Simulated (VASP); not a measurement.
Write the native input for VASP 6.6.1 that does the following.

```yaml
Task: single point
Functional: PBE
Potentials_or_basis: VASP PAW PBE potentials, release 64 (Mg, O)
Cutoff: 520 eV
k_mesh: 9 × 9 × 4
Occupations: gaussian, width 0.05 eV
Spin: no spin polarisation
Dipole_correction: no
Further_INCAR_settings: ALGO = Normal; EDIFF = 1e-07; NBANDS = 26
```

The structure of MgO lies in POSCAR:

```
MgO
1.0
    3.1505187216      0.0000000000      0.0000000000
   -1.5752593608      2.7284292480      0.0000000000
    0.0000000000      0.0000000000     11.3995218904
Mg O
4 4
Direct
    0.3333333333      0.6666666667      0.9694906392
    0.0000000000      0.0000000000      0.2208211786
    0.0000000000      0.0000000000      0.7208211786
    0.6666666667      0.3333333333      0.4694906392
    0.3333333333      0.6666666667      0.7800420079
    0.0000000000      0.0000000000      0.5296443544
    0.0000000000      0.0000000000      0.0296443544
    0.6666666667      0.3333333333      0.2800420079
```

This cell differs from its parent crystal: volume 12.249 Å^3 an atom, c/a of the conventional cell 3.6183.

The input as run:

INCAR

```
ALGO = Normal
EDIFF = 1E-7
ENCUT = 520
GGA = PE
ISIF = 2
ISMEAR = 0
LASPH = True
LCHARG = True
LELF = True
LREAL = False
LVHAR = True
LWAVE = False
NBANDS = 26
NELM = 60
PREC = Accurate
SIGMA = 0.05
```

KPOINTS

```
k-points
0
Gamma
  9 9 4
```

Potentials or basis: VASP PAW PBE potentials, release 64 (Mg, O).

Launch:

```bash
$ cat potpaw_PBE.64/Mg/POTCAR potpaw_PBE.64/O/POTCAR > POTCAR
$ mpirun -np 1 vasp_std > vasp.out
```

It gave:

| Item | Value |
| --- | --- |
| Pressure | 2.1 GPa |
| Largest force | 0.657 eV/Å |
| Band gap on the k mesh | 3.29 eV, direct |

Run time: 70 s on 1 thread of Intel(R) Xeon(R) Platinum 8259CL CPU @ 2.50GHz (Skylake/Cascade Lake), with other jobs on the host, peak memory 0.25 GiB.
